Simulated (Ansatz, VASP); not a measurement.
CaSe: VASP beside Ansatz

```
Ca Se
1.0
     2.91978    2.91978    0.00000
    -2.91978    2.91978    0.00000
     0.00000    2.91978    2.93847
Ca Se
1 1
Direct
  0.00000 0.00000 0.00000
  0.50000 0.50000 0.00000
```

Change from the starting cell: film at in-plane strain -0.005.

Alike in both runs: task single point; functional PBEsol; k mesh 8 × 8 × 8; non-collinear spin, spin-orbit coupling.

|  | VASP | Ansatz |
| --- | --- | --- |
| version | VASP 6.6.1 | Ansatz 0.2.0 |
| potentials or method | VASP PAW PBE potentials, release 64 (Ca_sv, Se), cutoff 520 eV | all-electron LAPW |
| occupations | gaussian, width 0.01 eV | fixed |

|  | VASP | Ansatz | Ansatz less VASP |
| --- | --- | --- | --- |
| pressure (GPa) | 0.7 | 0.5 | -0.22 |
| traceless stress, the component that is largest in VASP (GPa) | -0.44 | -0.44 | +0.008 |

VASP's potentials were made for PBE, not for PBEsol. Ansatz ran all-electron here, and VASP with PAW potentials.
